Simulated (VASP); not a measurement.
# SnS2 (Berndtite-2T) (P-3m1) in VASP: single point with PBE

Aim: the single point of SnS2 (Berndtite-2T) with PBE.

Everything below comes from runs of VASP 6.6.1. Logs are shortened: lines on timing, memory, paths and dates and some standing lists are left out, and cuts for length are marked.

### Step 1. The cell of the first run

Symmetry: P-3m1, No. 164, trigonal system. Conventional cell: a = 3.639 Å, b = 3.639 Å, c = 5.868 Å, α = 90.00°, β = 90.00°, γ = 120.00°. Sn (site symmetry -3m) has 6 S at 2.56 Å within 3.4 Å. S (site symmetry 3m) has 3 Sn at 2.56 Å within 3.4 Å.

### Step 2. Single point, PBE

Input file INCAR:

```
PREC = Accurate ; ENCUT = 500
EDIFF = 1E-6 ; ISMEAR = 0
SIGMA = 0.01 ; LREAL = F
LASPH = T ; NELM = 120
ALGO = Normal ; ISIF = 2
LWAVE = F ; LCHARG = F
GGA = PE ; NBANDS = 20
GGA_COMPAT = F
```

Input file KPOINTS:

```
Automatic mesh
0
Gamma
  4 4 2
```

Input file POSCAR:

```
SnS2
1.0
    3.6390000000      0.0000000000      0.0000000000
   -1.8195000000      3.1514664444      0.0000000000
    0.0000000000      0.0000000000      5.8680000000
Sn S
1 2
Direct
    0.0000000000      0.0000000000      0.0000000000
    0.3333330000      0.6666670000      0.2500000000
    0.6666670000      0.3333330000      0.7500000000
```

Potentials or basis: VASP PAW PBE potentials, release 64 (Sn_d, S).

Command:

```
cat potpaw_PBE.64/Sn_d/POTCAR potpaw_PBE.64/S/POTCAR > POTCAR
mpirun -np 1 vasp_std > vasp.out
```

OUTCAR:

```text
PREC = Accurate
   ENCUT = 500
   EDIFF = 1E-6
   ISMEAR = 0
   LREAL = F
   LASPH = T
   NELM = 120
   ISIF = 2
   GGA = PE

 ion  position               nearest neighbor table
   1  0.000  0.000  0.000-   2 2.56   3 2.56   3 2.56   2 2.56   3 2.56   2 2.56
   2  0.333  0.667  0.250-   1 2.56   1 2.56   1 2.56
   3  0.667  0.333  0.750-   1 2.56   1 2.56   1 2.56

  LATTYP: Found a hexagonal cell.
 ALAT       =     3.6390000000
 C/A-ratio  =     1.6125309151

  Lattice vectors:

 A1 = (   3.6390000000,   0.0000000000,   0.0000000000)
 A2 = (  -1.8195000000,   3.1514664444,   0.0000000000)
 A3 = (   0.0000000000,   0.0000000000,   5.8680000000)

Analysis of symmetry for initial positions (statically):
=====================================================================
 Subroutine PRICEL returns:
 Original cell was already a primitive cell.

 Routine SETGRP: Setting up the symmetry group for a
 hexagonal supercell.

 Subroutine GETGRP returns: Found 12 space group operations
 (whereof 12 operations were pure point group operations)
 out of a pool of 24 trial point group operations.

The static configuration has the point symmetry D_3d.

Analysis of symmetry for dynamics (positions and initial velocities):
=====================================================================
 Subroutine PRICEL returns:
 Original cell was already a primitive cell.

 Routine SETGRP: Setting up the symmetry group for a
 hexagonal supercell.

 Subroutine GETGRP returns: Found 12 space group operations
 (whereof 12 operations were pure point group operations)
 out of a pool of 24 trial point group operations.

The dynamic configuration has the point symmetry D_3d.

 Subroutine INISYM returns: Found 12 space group operations
 (whereof 12 operations are pure point group operations),
 and found     1 'primitive' translations

----------------------------------------------------------------------------------------

                                     Primitive cell

  volume of cell :      67.2953

  direct lattice vectors                    reciprocal lattice vectors
     3.639000000  0.000000000  0.000000000     0.274800769  0.158656298  0.000000000
    -1.819500000  3.151466444  0.000000000     0.000000000  0.317312596  0.000000000
[... 65 lines left out ...]
   LNONCOLLINEAR =      F non collinear calculations
   LSORBIT =      F    spin-orbit coupling
   LASPH  =      T    aspherical Exc in radial PAW
   ENCUT  =  500.0 eV  36.75 Ry    6.06 a.u.   6.63  6.63 10.70*2*pi/ulx,y,z
   NELM   =    120;   NELMIN=  2; NELMDL= -5     # of ELM steps
   EDIFF  = 0.1E-05   stopping-criterion for ELM
   LREAL  =      F    real-space projection
   EDIFFG = 0.1E-04   stopping-criterion for IOM
   NSW    =      0    number of steps for IOM
   IBRION =     -1    ionic relax: 0-MD 1-quasi-New 2-CG
   NFREE  =      0    steps in history (QN), initial steepest desc. (CG)
   ISIF   =      2    stress and relaxation
   ISYM   =      2    0-nonsym 1-usesym 2-fastsym
   POTIM  = 0.5000    time-step for ionic-motion
   TEBEG  =    0.0;   TEEND  =   0.0 temperature during run
   PSTRESS=    0.0 pullay stress
   NELECT =      26.0000    total number of electrons
   NUPDOWN=      -1.0000    fix difference up-down
   EMIN   =  10.00;   EMAX   =-10.00  energy-range for DOS
   EFERMI =   0.00;   METHOD = LEGACY
   ISMEAR =     0;   SIGMA  =   0.01  broadening in eV -4-tet -1-fermi 0-gaus
   EFERMI_NEDOS =   21; number of points for ismear=-14 and -15
   IALGO  =     38    algorithm
   IMIX   =      4    mixing-type and parameters
     AMIX     =   0.40;   BMIX     =  1.00
     AMIX_MAG =   1.60;   BMIX_MAG =  1.00
  volume/ion in A,a.u.               =      22.43       151.38
  Fermi-wavevector in a.u.,A,eV,Ry     =   1.192352  2.253218 19.343434  1.421702
  Thomas-Fermi vector in A             =   2.328392
   LORBIT       =      0    0 simple, 1 ext, 2 COOP (PROOUT), +10 PAW based schemes
   GGA     = PE    functional components
   LHFCALC =     F    Hartree Fock is set to
   AEXX    =    0.0000 exact exchange contribution
   IVDW    =     0    specifies the selected vdW correction
   LEPSILON=     F    determine dielectric tensor
   LRPA    =     F    only Hartree local field effects (RPA)
 non-spin polarized calculation
 Gauss-broadening in eV      SIGMA  =   0.01
  energy-cutoff  :      500.00
  volume of cell :       67.30
 maximum number of plane-waves:      1737
 NGX is ok and might be reduce to    28
   NGX = 13   NGY = 13   NGZ = 21

 number of electron      26.0000007 magnetization

 Free energy of the ion-electron system (eV)
  ---------------------------------------------------
  ext. energy  EPLUGINS =         0.00000000
  ---------------------------------------------------
  free energy    TOTEN  =       -13.07189942 eV

  energy without entropy =      -13.07189942  energy(sigma->0) =      -13.07189942

 E-fermi :   4.8721     XC(G=0):  -9.6545

 val. band max:        4.8093009024   @ k =   0.0000   0.0000   0.0000
 cond. band min:       6.3217328760   @ k =   0.5000   0.0000   0.5000
 fundamental gap:      1.5124319735
 Fermi energy:         4.8720687234

 k-point     1 :       0.0000    0.0000    0.0000
  band No.  band energies     occupation
      1     -16.1503      2.00000
      2     -16.1503      2.00000
      3     -16.1112      2.00000
      4     -16.0807      2.00000
      5     -16.0807      2.00000
      6      -9.0506      2.00000
[... 173 lines left out ...]
     19      13.7367      0.00000
     20      14.0893      0.00000

------------------------ aborting loop because EDIFF is reached ----------------------------------------

  FORCE on cell =-STRESS in cart. coord.  units (eV):
  Direction    XX          YY          ZZ          XY          YZ          ZX
  --------------------------------------------------------------------------------------
  -------------------------------------------------------------------------------------
  Total        2.0765754      2.0765754      1.4527970      0.0000000      0.0000000     -0.0000000
  in kB       49.4394275     49.4394275     34.5884150      0.0000000      0.0000000     -0.0000000
  external PRESSURE =      44.4890900 kB  Pullay stress =       0.0000000 kB

 VOLUME and BASIS-vectors are now :
 -----------------------------------------------------------------------------
  energy-cutoff  :      500.00
  volume of cell :       67.30
      direct lattice vectors                 reciprocal lattice vectors
     3.639000000  0.000000000  0.000000000     0.274800769  0.158656298  0.000000000
    -1.819500000  3.151466444  0.000000000     0.000000000  0.317312596  0.000000000
     0.000000000  0.000000000  5.868000000     0.000000000  0.000000000  0.170415815

 POSITION                                       TOTAL-FORCE (eV/Angst)
 -----------------------------------------------------------------------------------
      0.00000      0.00000      0.00000        -0.000000      0.000000      0.000000
     -0.00000      2.10098      1.46700        -0.000000      0.000000      0.212661
      1.81950      1.05049      4.40100         0.000000     -0.000000     -0.212661
 -----------------------------------------------------------------------------------
    total drift:                               -0.000000      0.000000      0.000000

  FREE ENERGIE OF THE ION-ELECTRON SYSTEM (eV)
  ---------------------------------------------------
  free  energy   TOTEN  =       -13.0718994238 eV

  energy  without entropy=      -13.0718994238  energy(sigma->0) =      -13.07189942
```

stdout:

```text
POSCAR found type information on POSCAR SnS
 POSCAR found :  2 types and       3 ions
 scaLAPACK will be used
 LDA part: xc-table for (Slater+PW92), standard interpolation
 POSCAR, INCAR and KPOINTS ok, starting setup
 FFT: planning ... GRIDC
 FFT: planning ... GRID_SOFT
 FFT: planning ... GRID
 WAVECAR not read
 entering main loop
```

Wall time 20 s (1 thread of Intel Xeon 8259CL, shared host); peak memory 0.18 GiB.

What came out:

```
Free energy            : -13.0719 eV
Pressure               : 4.4 GPa
Largest force          : 0.213 eV/Å
Band gap on the k mesh : 1.51 eV, indirect (least direct gap 2.00 eV)
```

Forces in eV/Å, atoms in the order of the input:
```
Sn   0.000  0.000  0.000
S    0.000  0.000  0.213
S    0.000  0.000 -0.213
```

Levels at points of the mesh, in eV from the valence-band top:
```csv
k point,band 10,band 11,band 12,band 13,band 14,band 15,band 16,band 17
"(0.00, 0.00, 0.00)",-0.64,-0.36,-0.36,0.00,2.00,3.66,5.46,5.46
"(0.50, 0.00, 0.00)",-2.77,-2.57,-1.05,-0.29,1.73,4.50,5.94,6.15
"(0.00, 0.00, 0.50)",-0.73,-0.73,-0.22,-0.22,3.16,3.74,5.19,5.19
"(0.50, 0.00, 0.50)",-2.40,-1.83,-0.74,-0.64,1.51,4.71,5.55,6.39
```

Caveat: the k points lie up to 0.54 Å⁻¹ apart; spin-orbit coupling is left out, which moves the levels of the heavy elements; this functional lacks dispersion, which binds the layers, so the pressure and a relaxed spacing across them are unreliable. A k mesh can miss the band edges.
